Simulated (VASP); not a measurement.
# ScSiS4 (P4/mmm) in VASP: notebook

The runs below take ScSiS4 through single point, relaxation of cell and atoms, with PBE.

Everything below comes from runs of VASP 6.6.1. Logs are shortened: lines on timing, memory, paths and dates and some standing lists are left out, and cuts for length are marked.

## (1) The cell of the first run

Symmetry: P4/mmm, No. 123, tetragonal system. Conventional cell: a = 3.936 Å, b = 3.936 Å, c = 6.693 Å, α = 90.00°, β = 90.00°, γ = 90.00°. Within 3.5 Å of Sc (site symmetry 4/mmm) lie 10 S at 2.64 to 2.87 Å. Si (site symmetry 4/mmm) has 10 S at 2.64 to 2.87 Å within 3.5 Å. Within 1.9 Å of S (site symmetry 4mm) lie 1 S at 1.41 Å. S (site symmetry 4mm) has 1 S at 1.41 Å within 1.9 Å.

The cell was built from a structure type or drawn by symmetry, and may not be a known phase.

## (2) Single point, PBE

INCAR

```
PREC     = Accurate       # precision mode
ENCUT    = 520            # plane-wave cutoff, eV
EDIFF    = 1E-7           # SCF threshold, eV
ISMEAR   = 0              # smearing method
SIGMA    = 0.1            # smearing width, eV
LREAL    = F              # projectors in reciprocal space
LASPH    = T              # aspherical terms in the spheres
NELM     = 60             # most SCF steps
ALGO     = Normal         # electronic algorithm
ISIF     = 2              # what is computed and relaxed
LWAVE    = F              # write WAVECAR
LCHARG   = T              # write CHGCAR
GGA      = PE             # functional
LELF     = T              # ELF
LVHAR    = T            
NBANDS   = 28             # bands
```

KPOINTS

```
Automatic mesh
0
Gamma
  4 4 4
```

POSCAR

```
ScSiS4
1.0
    3.9360413600      0.0000000000      0.0000000000
    0.0000000000      3.9360413600      0.0000000000
    0.0000000000      0.0000000000      6.6927092700
Sc Si S
1 1 4
Direct
    0.5000000000      0.5000000000      0.5000000000
    0.0000000000      0.0000000000      0.0000000000
    0.0000000000      0.0000000000      0.6053310000
    0.5000000000      0.5000000000      0.1056660000
    0.5000000000      0.5000000000      0.8943340000
    0.0000000000      0.0000000000      0.3946690000
```

Potentials or basis: VASP PAW PBE potentials, release 64 (Sc_sv, Si, S).

The run is started by

```console
$ cat potpaw_PBE.64/Sc_sv/POTCAR potpaw_PBE.64/Si/POTCAR potpaw_PBE.64/S/POTCAR > POTCAR
$ mpirun -np 1 vasp_std > vasp.out
```

OUTCAR:

```text
PREC = Accurate
   ENCUT = 520
   EDIFF = 1E-7
   ISMEAR = 0
   LREAL = F
   LASPH = T
   NELM = 60
   ISIF = 2
   GGA = PE

 ion  position               nearest neighbor table
   1  0.500  0.500  0.500-   4 2.64   5 2.64   3 2.87   6 2.87   3 2.87   6 2.87   3 2.87   6 2.87
                             3 2.87   6 2.87
   2  0.000  0.000  0.000-   3 2.64   6 2.64   5 2.87   4 2.87   4 2.87   5 2.87   4 2.87   5 2.87
                             4 2.87   5 2.87
   3  0.000  0.000  0.605-   6 1.41   2 2.64   1 2.87   1 2.87   1 2.87   1 2.87
   4  0.500  0.500  0.106-   5 1.41   1 2.64   2 2.87   2 2.87   2 2.87   2 2.87
   5  0.500  0.500  0.894-   4 1.41   1 2.64   2 2.87   2 2.87   2 2.87   2 2.87
   6  0.000  0.000  0.395-   3 1.41   2 2.64   1 2.87   1 2.87   1 2.87   1 2.87

  LATTYP: Found a simple tetragonal cell.
 ALAT       =     3.9360413600
 C/A-ratio  =     1.7003655851

  Lattice vectors:

 A1 = (   3.9360413600,   0.0000000000,   0.0000000000)
 A2 = (   0.0000000000,   3.9360413600,   0.0000000000)
 A3 = (   0.0000000000,   0.0000000000,   6.6927092700)

Analysis of symmetry for initial positions (statically):
=====================================================================
 Subroutine PRICEL returns:
 Original cell was already a primitive cell.

 Routine SETGRP: Setting up the symmetry group for a
 simple tetragonal supercell.

 Subroutine GETGRP returns: Found 16 space group operations
 (whereof 16 operations were pure point group operations)
 out of a pool of 16 trial point group operations.

The static configuration has the point symmetry D_4h.

Analysis of symmetry for dynamics (positions and initial velocities):
=====================================================================
 Subroutine PRICEL returns:
 Original cell was already a primitive cell.

 Routine SETGRP: Setting up the symmetry group for a
 simple tetragonal supercell.

 Subroutine GETGRP returns: Found 16 space group operations
 (whereof 16 operations were pure point group operations)
 out of a pool of 16 trial point group operations.

The dynamic configuration has the point symmetry D_4h.

 Subroutine INISYM returns: Found 16 space group operations
 (whereof 16 operations are pure point group operations),
 and found     1 'primitive' translations

----------------------------------------------------------------------------------------

                                     Primitive cell

  volume of cell :     103.6863

  direct lattice vectors                    reciprocal lattice vectors
     3.936041360  0.000000000  0.000000000     0.254062371  0.000000000  0.000000000
     0.000000000  3.936041360  0.000000000     0.000000000  0.254062371  0.000000000
     0.000000000  0.000000000  6.692709270     0.000000000  0.000000000  0.149416322

  length of vectors
     3.936041360  3.936041360  6.692709270     0.254062371  0.254062371  0.149416322

  position of ions in fractional coordinates (direct lattice)
     0.500000000  0.500000000  0.500000000
     0.000000000  0.000000000  0.000000000
     0.000000000  0.000000000  0.605331000
     0.500000000  0.500000000  0.105666000
     0.500000000  0.500000000  0.894334000
     0.000000000  0.000000000  0.394669000

  ion indices of the primitive-cell ions
   primitive index   ion index
                 1           1
                 2           2
                 3           3
                 4           4
                 5           5
                 6           6

----------------------------------------------------------------------------------------

 KPOINTS: Automatic mesh

Automatic generation of k-mesh.
 Grid dimensions read from file:
 generate k-points for:    4    4    4

 Generating k-lattice:

  Cartesian coordinates                     Fractional coordinates (reciprocal lattice)
     0.063515593  0.000000000  0.000000000     0.250000000  0.000000000  0.000000000
     0.000000000  0.063515593  0.000000000     0.000000000  0.250000000  0.000000000
     0.000000000  0.000000000  0.037354080     0.000000000  0.000000000  0.250000000

  Length of vectors
     0.063515593  0.063515593  0.037354080

  Shift w.r.t. Gamma in fractional coordinates (k-lattice)
     0.000000000  0.000000000  0.000000000

 Subroutine IBZKPT returns following result:
 ===========================================

 Found     18 irreducible k-points:

 Following reciprocal coordinates:
            Coordinates               Weight
  0.000000  0.000000  0.000000      1.000000
  0.250000  0.000000  0.000000      4.000000
  0.500000  0.000000  0.000000      2.000000
  0.250000  0.250000  0.000000      4.000000
  0.500000  0.250000  0.000000      4.000000
  0.500000  0.500000  0.000000      1.000000
[... 10 lines left out ...]
  0.500000  0.250000  0.500000      4.000000
  0.500000  0.500000  0.500000      1.000000
   k-points           NKPTS =     18   k-points in BZ     NKDIM =     18   number of bands    NBANDS=     28
   number of dos      NEDOS =    301   number of ions     NIONS =      6
   total plane-waves  NPLWV =  45000
   dimension x,y,z NGX =    30 NGY =   30 NGZ =   50
   dimension x,y,z NGXF=    60 NGYF=   60 NGZF=  100
   ions per type =               1   1   4
   NGX,Y,Z   is equivalent  to a cutoff of  12.67, 12.67, 12.42 a.u.
   NGXF,Y,Z  is equivalent  to a cutoff of  25.34, 25.34, 24.84 a.u.
 SYSTEM =  unknown system
   PREC   = accura    normal or accurate (medium, high low for compatibility)
   ISTART =      0    job   : 0-new  1-cont  2-samecut
   ICHARG =      2    charge: 1-file 2-atom 10-const
   ISPIN  =      1    spin polarized calculation?
   LNONCOLLINEAR =      F non collinear calculations
   LSORBIT =      F    spin-orbit coupling
   LASPH  =      T    aspherical Exc in radial PAW
   ENCUT  =  520.0 eV  38.22 Ry    6.18 a.u.   7.32  7.32 12.44*2*pi/ulx,y,z
   NELM   =     60;   NELMIN=  2; NELMDL= -5     # of ELM steps
   EDIFF  = 0.1E-06   stopping-criterion for ELM
   LREAL  =      F    real-space projection
   EDIFFG = 0.1E-05   stopping-criterion for IOM
   NSW    =      0    number of steps for IOM
   IBRION =     -1    ionic relax: 0-MD 1-quasi-New 2-CG
   NFREE  =      0    steps in history (QN), initial steepest desc. (CG)
   ISIF   =      2    stress and relaxation
   ISYM   =      2    0-nonsym 1-usesym 2-fastsym
   POTIM  = 0.5000    time-step for ionic-motion
   TEBEG  =    0.0;   TEEND  =   0.0 temperature during run
   PSTRESS=    0.0 pullay stress
   NELECT =      39.0000    total number of electrons
   NUPDOWN=      -1.0000    fix difference up-down
   EMIN   =  10.00;   EMAX   =-10.00  energy-range for DOS
   EFERMI =   0.00;   METHOD = LEGACY
   ISMEAR =     0;   SIGMA  =   0.10  broadening in eV -4-tet -1-fermi 0-gaus
   EFERMI_NEDOS =   21; number of points for ismear=-14 and -15
   IALGO  =     38    algorithm
   IMIX   =      4    mixing-type and parameters
     AMIX     =   0.40;   BMIX     =  1.00
     AMIX_MAG =   1.60;   BMIX_MAG =  1.00
  volume/ion in A,a.u.               =      17.28       116.62
  Fermi-wavevector in a.u.,A,eV,Ry     =   1.181742  2.233168 19.000723  1.396514
  Thomas-Fermi vector in A             =   2.318009
   LORBIT       =      0    0 simple, 1 ext, 2 COOP (PROOUT), +10 PAW based schemes
   GGA     = PE    functional components
   LHFCALC =     F    Hartree Fock is set to
   AEXX    =    0.0000 exact exchange contribution
   IVDW    =     0    specifies the selected vdW correction
   LEPSILON=     F    determine dielectric tensor
   LRPA    =     F    only Hartree local field effects (RPA)
 non-spin polarized calculation
 Gauss-broadening in eV      SIGMA  =   0.10
  energy-cutoff  :      520.00
  volume of cell :      103.69
 maximum number of plane-waves:      2825
 NGX is ok and might be reduce to    30
   NGX = 15   NGY = 15   NGZ = 25

 number of electron      39.0000009 magnetization

 Free energy of the ion-electron system (eV)
  ---------------------------------------------------
  ext. energy  EPLUGINS =         0.00000000
  ---------------------------------------------------
  free energy    TOTEN  =        -5.57908894 eV

  energy without entropy =       -5.55899273  energy(sigma->0) =       -5.56904083

 E-fermi :   7.7627     XC(G=0): -10.4028

 val. band max:        7.7550280872   @ k =   0.2500   0.0000   0.2500
 cond. band min:       7.8721330227   @ k =   0.2500   0.2500   0.5000
 fundamental gap:      0.1171049355
 Fermi energy:         7.7626522760

 k-point     1 :       0.0000    0.0000    0.0000
  band No.  band energies     occupation
      1     -42.9282      2.00000
      2     -21.5879      2.00000
      3     -21.5879      2.00000
      4     -21.5853      2.00000
      5     -14.0410      2.00000
      6     -13.4876      2.00000
[... 20 lines left out ...]
     27      10.0936      0.00000
     28      10.0936      0.00000

 k-point     2 :       0.2500    0.0000    0.0000
  band No.  band energies     occupation
      1     -42.9272      2.00000
      2     -21.6164      2.00000
      3     -21.5846      2.00000
      4     -21.5833      2.00000
      5     -13.9478      2.00000
      6     -13.4406      2.00000
[... 20 lines left out ...]
     27      10.4126      0.00000
     28      10.8928      0.00000

 k-point     3 :       0.5000    0.0000    0.0000
  band No.  band energies     occupation
      1     -42.9262      2.00000
      2     -21.6447      2.00000
      3     -21.5813      2.00000
      4     -21.5813      2.00000
      5     -13.8502      2.00000
      6     -13.3945      2.00000
[... 20 lines left out ...]
     27      10.1149      0.00000
     28      11.1876      0.00000

 k-point     4 :       0.2500    0.2500    0.0000
  band No.  band energies     occupation
      1     -42.9262      2.00000
      2     -21.6133      2.00000
      3     -21.6050      2.00000
      4     -21.5814      2.00000
      5     -13.9060      2.00000
      6     -13.3952      2.00000
[... 392 lines left out ...]
     27      10.6959      0.00000
     28      11.4681      0.00000

 k-point    17 :       0.5000    0.2500    0.5000
  band No.  band energies     occupation
      1     -42.9252      2.00000
      2     -21.6334      2.00000
      3     -21.6018      2.00000
      4     -21.5804      2.00000
      5     -13.8626      2.00000
      6     -13.3364      2.00000
[... 20 lines left out ...]
     27      10.3741      0.00000
     28      10.5080      0.00000

 k-point    18 :       0.5000    0.5000    0.5000
  band No.  band energies     occupation
      1     -42.9243      2.00000
      2     -21.6221      2.00000
      3     -21.6221      2.00000
      4     -21.5787      2.00000
      5     -13.8770      2.00000
      6     -13.2894      2.00000
[... 20 lines left out ...]
     27      11.0843      0.00000
     28      11.0843      0.00000

------------------------ aborting loop because EDIFF is reached ----------------------------------------

  FORCE on cell =-STRESS in cart. coord.  units (eV):
  Direction    XX          YY          ZZ          XY          YZ          ZX
  --------------------------------------------------------------------------------------
  -------------------------------------------------------------------------------------
  Total       -1.4464264     -1.4464264    162.6915005      0.0000000      0.0000000     -0.0000000
  in kB      -22.3504189    -22.3504189   2513.9357881      0.0000000      0.0000000     -0.0000000
  external PRESSURE =     823.0783168 kB  Pullay stress =       0.0000000 kB

 VOLUME and BASIS-vectors are now :
 -----------------------------------------------------------------------------
  energy-cutoff  :      520.00
  volume of cell :      103.69
      direct lattice vectors                 reciprocal lattice vectors
     3.936041360  0.000000000  0.000000000     0.254062371  0.000000000  0.000000000
     0.000000000  3.936041360  0.000000000     0.000000000  0.254062371  0.000000000
     0.000000000  0.000000000  6.692709270     0.000000000  0.000000000  0.149416322

 POSITION                                       TOTAL-FORCE (eV/Angst)
 -----------------------------------------------------------------------------------
      1.96802      1.96802      3.34635         0.000000      0.000000     -0.000000
      0.00000      0.00000      0.00000         0.000000      0.000000     -0.000000
      0.00000      0.00000      4.05130        -0.000000     -0.000000     57.180229
      1.96802      1.96802      0.70719         0.000000     -0.000000     54.353549
      1.96802      1.96802      5.98552         0.000000      0.000000    -54.353549
      0.00000      0.00000      2.64140        -0.000000      0.000000    -57.180229
 -----------------------------------------------------------------------------------
    total drift:                                0.000000      0.000000     -0.000000

  FREE ENERGIE OF THE ION-ELECTRON SYSTEM (eV)
  ---------------------------------------------------
  free  energy   TOTEN  =        -5.5790889379 eV

  energy  without entropy=       -5.5589927317  energy(sigma->0) =       -5.56904083
```

Run time: 2.7 min. Hardware: 1 thread of Intel Xeon 8259CL, shared host; peak memory 0.22 GiB.

Results:

| Property | Result |
| --- | --- |
| Free energy | -5.5791 eV |
| Pressure | 82.3 GPa |
| Largest force | 57.180 eV/Å |
| Band gap on the k mesh | zero (an odd number of electrons rules out a gap without spin polarisation) |

Forces in eV/Å, atoms in the order of the input:
```
Sc    0.000   0.000   0.000
Si    0.000   0.000   0.000
S     0.000   0.000  57.180
S     0.000   0.000  54.354
S     0.000   0.000 -54.354
S     0.000   0.000 -57.180
```

Caveat: the k points lie up to 0.40 Å⁻¹ apart, too coarse for converged energies and pressures of a metal; atoms lie so close that the PAW spheres overlap strongly, which falsifies energies and pressures; forces of over 1 eV/Å act on the atoms, so gaps and moduli don't describe the material at rest.

## (3) Single point, PBE

This run uses another cell than the first one, of 20.38 Å³/atom.

INCAR

```
SYSTEM = ScSiS4
PREC = Accurate
ENCUT = 520
EDIFF = 1E-6
ISMEAR = 0
SIGMA = 0.1
LREAL = .False.
LASPH = .True.
NELM = 80
ALGO = Normal
ISIF = 2
LWAVE = .False.
LCHARG = .True.
GGA = PE
LELF = .True.
LVHAR = .True.
NBANDS = 28
```

KPOINTS

```
Automatic mesh
0
Gamma
  4 4 4
  0 0 0
```

POSCAR

```
ScSiS4
1.0
    3.3652310886      0.0000000000      0.0000000000
    0.0000000000      3.3652310886      0.0000000000
    0.0000000000      0.0000000000     10.7986185386
Sc Si S
1 1 4
Direct
    0.5000000000      0.5000000000      0.5000000000
    0.0000000000      0.0000000000      0.0000000000
    0.0000000000      0.0000000000      0.6270035038
    0.5000000000      0.5000000000      0.0986369391
    0.5000000000      0.5000000000      0.9013630609
    0.0000000000      0.0000000000      0.3729964962
```

Potentials or basis: VASP PAW PBE potentials, release 64 (Sc_sv, Si, S).

The run is started by

```console
$ cat potpaw_PBE.64/Sc_sv/POTCAR potpaw_PBE.64/Si/POTCAR potpaw_PBE.64/S/POTCAR > POTCAR
$ mpirun -np 1 vasp_std > vasp.out
```

Run time: 2.6 min. Hardware: 1 thread of Intel Xeon 8259CL, shared host; peak memory 0.26 GiB.

Results (log left out):

```
Free energy            : -30.3266 eV
Pressure               : -0.1 GPa
Largest force          : 0.105 eV/Å
Band gap on the k mesh : zero (an odd number of electrons rules out a gap without spin polarisation)
```

Forces in eV/Å, atoms in the order of the input:
```
Sc   0.000  0.000  0.000
Si   0.000  0.000  0.000
S    0.000  0.000  0.009
S    0.000  0.000 -0.105
S    0.000  0.000  0.105
S    0.000  0.000 -0.009
```

Stress tensor (GPa, compression positive):
```
 0.02  0.00  0.00
 0.00  0.02  0.00
 0.00  0.00 -0.23
```

Levels at points of the mesh, in eV from the Fermi level:
| k point | band 17 | band 18 | band 19 | band 20 | band 21 | band 22 | band 23 | band 24 |
| --- | --- | --- | --- | --- | --- | --- | --- | --- |
| (0.00, 0.00, 0.00) | -1.00 | -0.79 | -0.61 | -0.61 | -0.04 | 0.75 | 2.36 | 2.64 |
| (0.50, 0.00, 0.00) | -0.32 | -0.04 | 0.26 | 0.81 | 1.04 | 1.11 | 1.67 | 1.77 |
| (0.50, 0.50, 0.00) | -3.28 | -3.09 | -3.09 | -0.21 | 1.13 | 1.91 | 2.15 | 3.73 |
| (0.00, 0.00, 0.50) | -1.00 | -0.61 | -0.61 | -0.14 | -0.04 | 0.53 | 2.25 | 2.64 |
| (0.50, 0.00, 0.50) | -0.58 | -0.04 | 0.26 | 0.70 | 0.81 | 1.16 | 1.68 | 2.07 |
| (0.50, 0.50, 0.50) | -3.33 | -3.12 | -3.12 | 0.25 | 0.63 | 1.52 | 2.73 | 3.65 |

Caveat: the k points lie up to 0.47 Å⁻¹ apart, too coarse for converged energies and pressures of a metal.

[end of part 1 of 2]
